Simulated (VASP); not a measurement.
Input of a VASP 6.6.1 run:

The input INCAR:

```
PREC = Accurate
ENCUT = 520
EDIFF = 1E-7
ISMEAR = 0
SIGMA = 0.05
LREAL = False
LASPH = True
NELM = 60
ALGO = Normal
ISIF = 2
LWAVE = False
LCHARG = False
GGA = PE
NBANDS = 16
```

KPOINTS

```
regular mesh
0
Gamma
  8 8 8
```

POSCAR

```
AgCl
1.0
    0.0000000000      2.7311020407      2.8060228508
    2.7311020407      0.0000000000      2.8060228508
    2.7311020407      2.7311020407      0.0000000000
Ag Cl
1 1
Direct
    0.4625801134      0.5374198866      0.5374198866
    0.1138622231     -0.1138622231     -0.1138622231
```

Potentials or basis: VASP PAW PBE potentials, release 64 (Ag, Cl).

The run is started by

```sh
$ cat potpaw_PBE.64/Ag/POTCAR potpaw_PBE.64/Cl/POTCAR > POTCAR
$ mpirun -np 1 vasp_std > vasp.out
```

(1) What does it give for the pressure?

(2) Estimate the band gap on the k mesh.

(3) Estimate the largest force.

Answers

(1) 29.9 GPa.

(2) 1.38 eV, indirect (least direct gap 1.85 eV).

(3) 10.935 eV/Å.

Caveat: forces of over 1 eV/Å act on the atoms, so gaps and moduli don't describe the material at rest.
